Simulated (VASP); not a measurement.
A run of VASP 6.6.1 is set up as follows.

The input INCAR:

```
SYSTEM = Ti
ALGO     = Normal         ! electronic algorithm
EDIFF    = 1E-6           ! SCF threshold, eV
ENCUT    = 520            ! plane-wave cutoff, eV
GGA      = PE             ! functional
ISIF     = 2              ! what is computed and relaxed
ISMEAR   = 0              ! smearing method
LASPH    = .TRUE.         ! aspherical terms in the spheres
LCHARG   = .FALSE.        ! write CHGCAR
LREAL    = .FALSE.        ! projectors in reciprocal space
LWAVE    = .FALSE.        ! write WAVECAR
NBANDS   = 12             ! bands
NELM     = 80             ! most SCF steps
PREC     = Accurate       ! precision mode
SIGMA    = 0.014          ! smearing width, eV
```

The input KPOINTS:

```
k-points
0
G
  11 11 11
  0 0 0
```

POSCAR

```
Ti
1.0
    0.0000000000      2.0300000000      2.0300000000
    2.0300000000      0.0000000000      2.0300000000
    2.0300000000      2.0300000000      0.0000000000
Ti
1
Direct
    0.0000000000      0.0000000000      0.0000000000
```

Potentials or basis: VASP PAW PBE potentials, release 64 (Ti_sv).

The run is started by

```sh
$ cat potpaw_PBE.64/Ti_sv/POTCAR > POTCAR
$ mpirun -np 1 vasp_std > vasp.out
```

Problem. What does it give for the band gap on the k mesh?

Solution. Zero (band 6 reaches 9.54 eV, above the bottom of band 7 at 8.35 eV).

Problem. Predict the pressure.

Solution. 3.5 GPa.
